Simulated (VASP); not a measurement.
BaTiO3, 5 atoms in the cell. The structure is tetragonal, space group P4mm (No. 99). The conventional cell has a = 3.990 Å, b = 3.990 Å, c = 4.103 Å, α = 90.00°, β = 90.00°, γ = 90.00°. Within 3.7 Å of Ba (site symmetry 4mm) lie 12 O at 2.81 to 2.92 Å and 8 Ti at 3.45 to 3.53 Å. Ti (site symmetry 4mm) has 6 O at 1.84 to 2.26 Å within 2.4 Å. O (site symmetry 2mm) has 2 Ti at 2.00 Å within 2.7 Å. O (site symmetry 4mm) has 2 Ti at 1.84 to 2.26 Å within 2.4 Å. 

```yaml
Program: VASP 6.6.1
Task: relaxation of cell and atoms
Functional: PBE
Potentials_or_basis: VASP PAW PBE potentials, release 64 (Ba_sv, Ti_sv, O)
Cutoff: 600 eV
k_mesh: 6 × 6 × 6
Occupations: fermi-dirac, width 0.02 eV
Spin: no spin polarisation
Dipole_correction: no
Further_INCAR_settings: ALGO = Normal; EDIFF = 1e-07; IBRION = 2; EDIFFG = -0.005; NSW = 80; ISIF = 3
```

Potentials or basis: VASP PAW PBE potentials, release 64 (Ba_sv, Ti_sv, O).

Run with:

```sh
$ cat potpaw_PBE.64/Ba_sv/POTCAR potpaw_PBE.64/Ti_sv/POTCAR potpaw_PBE.64/O/POTCAR > POTCAR
$ mpirun -np 1 vasp_std > vasp.out
```

Hardware: 1 thread of Intel(R) Xeon(R) 6975P-C (Granite Rapids), with other jobs on the host.

Task: How long does it take, and how much memory?

Result: It took 5.2 min on 1 thread of Intel(R) Xeon(R) 6975P-C (Granite Rapids) (shared host), peak memory 0.26 GiB. Counts: scf iterations 170, k points 40, ion steps 20.
